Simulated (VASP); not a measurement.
# Gd (P6_3/mmc) in VASP: single point with PBEsol

Aim: the single point of Gd with PBEsol.

Program: VASP 6.6.1. These are calculated values, not measurements. Logs are shortened: lines on timing, memory, paths and dates and some standing lists are left out, and cuts for length are marked.

### 1 The cell of the first run

Symmetry: P6_3/mmc, No. 194, hexagonal system. The conventional cell has a = 3.564 Å, b = 3.564 Å, c = 5.662 Å, α = 90.00°, β = 90.00°, γ = 120.00°. Within 4.6 Å of Gd (site symmetry -6m2) lie 12 Gd at 3.50 to 3.56 Å.

### 2 Single point, PBEsol, collinear spin, ferromagnetic start

The input, INCAR:

```
SYSTEM = Gd
PREC = Accurate
ENCUT = 520
EDIFF = 1E-6
ISMEAR = -1
SIGMA = 0.02
LREAL = .False.
LASPH = .True.
NELM = 150
ALGO = Normal
ISIF = 2
LWAVE = .False.
LCHARG = .True.
ISPIN = 2
MAGMOM = 7 7
LORBIT = 11
LMAXMIX = 6
GGA = PS
LELF = .True.
LVHAR = .True.
NBANDS = 29
```

The input, KPOINTS:

```
regular mesh
0
Gamma
  7 7 4
  0 0 0
```

The input, POSCAR:

```
Gd
1.0
    3.5643926497      0.0000000000      0.0000000000
   -1.7821963248      3.0868545837      0.0000000000
    0.0000000000      0.0000000000      5.6617148425
Gd
2
Direct
    0.3333333333      0.6666666667      0.2500000000
    0.6666666667      0.3333333333      0.7500000000
```

Potentials or basis: VASP PAW PBE potentials, release 64 (Gd).

Launch:

```console
cat potpaw_PBE.64/Gd/POTCAR > POTCAR
mpirun -np 1 vasp_std > vasp.out
```

OUTCAR:

```text
SYSTEM = Gd
   PREC = Accurate
   ENCUT = 520
   EDIFF = 1E-6
   ISMEAR = -1
   LREAL = .False.
   LASPH = .True.
   NELM = 150
   ISIF = 2
   ISPIN = 2
   LORBIT = 11
   GGA = PS

 ion  position               nearest neighbor table
   1  0.333  0.667  0.250-   2 3.50   2 3.50   2 3.50   2 3.50   2 3.50   2 3.50
   2  0.667  0.333  0.750-   1 3.50   1 3.50   1 3.50   1 3.50   1 3.50   1 3.50

  LATTYP: Found a hexagonal cell.
 ALAT       =     3.5643926497
 C/A-ratio  =     1.5884094147

  Lattice vectors:

 A1 = (   3.5643926497,   0.0000000000,   0.0000000000)
 A2 = (  -1.7821963248,   3.0868545837,   0.0000000000)
 A3 = (   0.0000000000,   0.0000000000,   5.6617148425)

Analysis of symmetry for initial positions (statically):
=====================================================================
 Subroutine PRICEL returns:
 Original cell was already a primitive cell.

 Routine SETGRP: Setting up the symmetry group for a
 hexagonal supercell.

 Subroutine GETGRP returns: Found 24 space group operations
 (whereof 12 operations were pure point group operations)
 out of a pool of 24 trial point group operations.

The static configuration has the point symmetry D_3d.
 The point group associated with its full space group is D_6h.

Analysis of symmetry for dynamics (positions and initial velocities):
=====================================================================
 Subroutine PRICEL returns:
 Original cell was already a primitive cell.

 Routine SETGRP: Setting up the symmetry group for a
 hexagonal supercell.

 Subroutine GETGRP returns: Found 24 space group operations
 (whereof 12 operations were pure point group operations)
 out of a pool of 24 trial point group operations.

The dynamic configuration has the point symmetry D_3d.
 The point group associated with its full space group is D_6h.

Analysis of structural, dynamic, and magnetic symmetry:
=====================================================================
 Subroutine PRICEL returns:
 Original cell was already a primitive cell.

 Routine SETGRP: Setting up the symmetry group for a
 hexagonal supercell.

 Subroutine GETGRP returns: Found 24 space group operations
 (whereof 12 operations were pure point group operations)
 out of a pool of 24 trial point group operations.

The overall configuration has the point symmetry D_3d.
 The point group associated with its full space group is D_6h.

 Subroutine INISYM returns: Found 24 space group operations
 (whereof 12 operations are pure point group operations),
 and found     1 'primitive' translations

----------------------------------------------------------------------------------------

                                     Primitive cell

  volume of cell :      62.2945

  direct lattice vectors                    reciprocal lattice vectors
     3.564392650  0.000000000  0.000000000     0.280552705  0.161977180  0.000000000
    -1.782196325  3.086854584  0.000000000     0.000000000  0.323954360  0.000000000
     0.000000000  0.000000000  5.661714843     0.000000000  0.000000000  0.176624932

  length of vectors
     3.564392650  3.564392650  5.661714843     0.323954360  0.323954360  0.176624932

  position of ions in fractional coordinates (direct lattice)
     0.333333333  0.666666667  0.250000000
     0.666666667  0.333333333  0.750000000

  ion indices of the primitive-cell ions
   primitive index   ion index
                 1           1
                 2           2

----------------------------------------------------------------------------------------

 KPOINTS: regular mesh

Automatic generation of k-mesh.
 Grid dimensions read from file:
 generate k-points for:    7    7    4

 Generating k-lattice:

  Cartesian coordinates                     Fractional coordinates (reciprocal lattice)
     0.040078958  0.023139597  0.000000000     0.142857143  0.000000000  0.000000000
     0.000000000  0.046279194  0.000000000     0.000000000  0.142857143  0.000000000
     0.000000000  0.000000000  0.044156233     0.000000000  0.000000000  0.250000000

  Length of vectors
     0.046279194  0.046279194  0.044156233

  Shift w.r.t. Gamma in fractional coordinates (k-lattice)
     0.000000000  0.000000000  0.000000000

 Subroutine IBZKPT returns following result:
 ===========================================

 Found     24 irreducible k-points:

 Following reciprocal coordinates:
            Coordinates               Weight
  0.000000  0.000000  0.000000      1.000000
  0.142857  0.000000  0.000000      6.000000
  0.285714  0.000000  0.000000      6.000000
  0.428571 -0.000000  0.000000      6.000000
  0.142857  0.142857  0.000000      6.000000
  0.285714  0.142857  0.000000     12.000000
[... 16 lines left out ...]
  0.428571  0.142857  0.500000      6.000000
  0.285714  0.285714  0.500000      6.000000
   k-points           NKPTS =     24   k-points in BZ     NKDIM =     24   number of bands    NBANDS=     29
   number of dos      NEDOS =    301   number of ions     NIONS =      2
   total plane-waves  NPLWV =  32928
   dimension x,y,z NGX =    28 NGY =   28 NGZ =   42
   dimension x,y,z NGXF=    56 NGYF=   56 NGZF=   84
   ions per type =               2
   NGX,Y,Z   is equivalent  to a cutoff of  13.06, 13.06, 12.33 a.u.
   NGXF,Y,Z  is equivalent  to a cutoff of  26.12, 26.12, 24.67 a.u.
 SYSTEM =  Gd
   PREC   = accura    normal or accurate (medium, high low for compatibility)
   ISTART =      0    job   : 0-new  1-cont  2-samecut
   ICHARG =      2    charge: 1-file 2-atom 10-const
   ISPIN  =      2    spin polarized calculation?
   LNONCOLLINEAR =      F non collinear calculations
   LSORBIT =      F    spin-orbit coupling
   LASPH  =      T    aspherical Exc in radial PAW
   ENCUT  =  520.0 eV  38.22 Ry    6.18 a.u.   6.63  6.63 10.53*2*pi/ulx,y,z
   NELM   =    150;   NELMIN=  2; NELMDL= -5     # of ELM steps
   EDIFF  = 0.1E-05   stopping-criterion for ELM
   LREAL  =      F    real-space projection
   EDIFFG = 0.1E-04   stopping-criterion for IOM
   NSW    =      0    number of steps for IOM
   IBRION =     -1    ionic relax: 0-MD 1-quasi-New 2-CG
   NFREE  =      0    steps in history (QN), initial steepest desc. (CG)
   ISIF   =      2    stress and relaxation
   ISYM   =      2    0-nonsym 1-usesym 2-fastsym
   POTIM  = 0.5000    time-step for ionic-motion
   TEBEG  =    0.0;   TEEND  =   0.0 temperature during run
   PSTRESS=    0.0 pullay stress
   NELECT =      36.0000    total number of electrons
   NUPDOWN=      -1.0000    fix difference up-down
   EMIN   =  10.00;   EMAX   =-10.00  energy-range for DOS
   EFERMI =   0.00;   METHOD = LEGACY
   ISMEAR =    -1;   SIGMA  =   0.02  broadening in eV -4-tet -1-fermi 0-gaus
   EFERMI_NEDOS =   21; number of points for ismear=-14 and -15
   IALGO  =     38    algorithm
   IMIX   =      4    mixing-type and parameters
     AMIX     =   0.40;   BMIX     =  1.00
     AMIX_MAG =   1.60;   BMIX_MAG =  1.00
  volume/ion in A,a.u.               =      31.15       210.19
  Fermi-wavevector in a.u.,A,eV,Ry     =   1.363617  2.576863 25.299374  1.859452
  Thomas-Fermi vector in A             =   2.490004
   LORBIT       =     11    0 simple, 1 ext, 2 COOP (PROOUT), +10 PAW based schemes
   GGA     = PS    functional components
   LHFCALC =     F    Hartree Fock is set to
   AEXX    =    0.0000 exact exchange contribution
   IVDW    =     0    specifies the selected vdW correction
   LEPSILON=     F    determine dielectric tensor
   LRPA    =     F    only Hartree local field effects (RPA)
 spin polarized calculation
  energy-cutoff  :      520.00
  volume of cell :       62.29
 maximum number of plane-waves:      1713
 NGX is ok and might be reduce to    28
   NGX = 13   NGY = 13   NGZ = 21

 number of electron      35.9999993 magnetization      15.2559945

 Free energy of the ion-electron system (eV)
  ---------------------------------------------------
  ext. energy  EPLUGINS =         0.00000000
  ---------------------------------------------------
  free energy    TOTEN  =       -24.06667421 eV

  energy without entropy =      -24.06244854  energy(sigma->0) =      -24.06456137

 E-fermi :   3.1026     XC(G=0): -10.3834

 val. band max:        3.0861363917   @ k =   0.1429   0.1429   0.2500
 cond. band min:       3.1116753916   @ k =   0.2857   0.0000   0.0000
 fundamental gap:      0.0255390000
 Fermi energy:         3.1025567447

 spin component 1

 k-point     1 :       0.0000    0.0000    0.0000
  band No.  band energies     occupation
      1     -42.0539      1.00000
      2     -41.9626      1.00000
      3     -19.9011      1.00000
      4     -19.1524      1.00000
      5     -19.1524      1.00000
      6     -19.0231      1.00000
[... 21 lines left out ...]
     28       4.6636      0.00000
     29       5.1485      0.00000
[... 705 lines left out ...]
 k-point    24 :       0.2857    0.2857    0.5000
  band No.  band energies     occupation
      1     -41.9561      1.00000
      2     -41.9561      1.00000
      3     -19.7270      1.00000
      4     -19.7270      1.00000
      5     -19.4579      1.00000
      6     -19.4579      1.00000
[... 21 lines left out ...]
     28       3.4055      0.00000
     29       5.5475      0.00000
 Fermi energy:         3.1025567447

 spin component 2

 k-point     1 :       0.0000    0.0000    0.0000
  band No.  band energies     occupation
      1     -38.8388      1.00000
      2     -38.7250      1.00000
      3     -17.6584      1.00000
      4     -16.7452      1.00000
      5     -16.7452      1.00000
      6     -16.5935      1.00000
[... 21 lines left out ...]
     28       5.8797      0.00000
     29       6.3752      0.00000
[... 705 lines left out ...]
 k-point    24 :       0.2857    0.2857    0.5000
  band No.  band energies     occupation
      1     -38.7164      1.00000
      2     -38.7164      1.00000
      3     -17.4405      1.00000
      4     -17.4405      1.00000
      5     -17.1216      1.00000
      6     -17.1216      1.00000
[... 21 lines left out ...]
     28       4.8182      0.00000
     29       6.7747      0.00000

------------------------ aborting loop because EDIFF is reached ----------------------------------------

  FORCE on cell =-STRESS in cart. coord.  units (eV):
  Direction    XX          YY          ZZ          XY          YZ          ZX
  --------------------------------------------------------------------------------------
  -------------------------------------------------------------------------------------
  Total        0.0092161      0.0092161      0.0116185      0.0000000      0.0000000     -0.0000000
  in kB        0.2370327      0.2370327      0.2988198      0.0000000      0.0000000     -0.0000000
  external PRESSURE =       0.2576284 kB  Pullay stress =       0.0000000 kB

 VOLUME and BASIS-vectors are now :
 -----------------------------------------------------------------------------
  energy-cutoff  :      520.00
  volume of cell :       62.29
      direct lattice vectors                 reciprocal lattice vectors
     3.564392650  0.000000000  0.000000000     0.280552705  0.161977180  0.000000000
    -1.782196325  3.086854584  0.000000000     0.000000000  0.323954360  0.000000000
     0.000000000  0.000000000  5.661714843     0.000000000  0.000000000  0.176624932

 POSITION                                       TOTAL-FORCE (eV/Angst)
 -----------------------------------------------------------------------------------
     -0.00000      2.05790      1.41543        -0.000000      0.000000      0.000000
      1.78220      1.02895      4.24629         0.000000     -0.000000      0.000000
 -----------------------------------------------------------------------------------
    total drift:                               -0.000000      0.000000     -0.000000

  FREE ENERGIE OF THE ION-ELECTRON SYSTEM (eV)
  ---------------------------------------------------
  free  energy   TOTEN  =       -24.0666742107 eV

  energy  without entropy=      -24.0624485360  energy(sigma->0) =      -24.06456137

 total charge

# of ion       s       p       d       f       tot
--------------------------------------------------
    1        2.076   5.544   0.611   6.973  15.204
    2        2.076   5.544   0.611   6.973  15.204
--------------------------------------------------
tot          4.152  11.087   1.222  13.945  30.407

 magnetization (x)

# of ion       s       p       d       f       tot
--------------------------------------------------
    1        0.005  -0.042   0.224   6.822   7.010
    2        0.005  -0.042   0.224   6.822   7.010
--------------------------------------------------
tot          0.011  -0.083   0.448  13.645  14.020
```

Wall time 2.2 min (1 thread of Intel Xeon Platinum 8559C (Emerald Rapids), shared host); peak memory 0.25 GiB.

Results:

```
Free energy                                           : -24.0667 eV
Pressure                                              : 0.0 GPa
Net moment                                            : 15.26 μB per cell
Site moments                                          : Gd +7.01 μB
Valence electrons inside the program's atomic spheres : Gd 15.20
```

Caveat: the PAW data sets were made with another functional, which shifts forces and pressure a little; spin-orbit coupling is left out, which moves the levels of the heavy elements. The state reached can hang on the start; a lower one may exist.
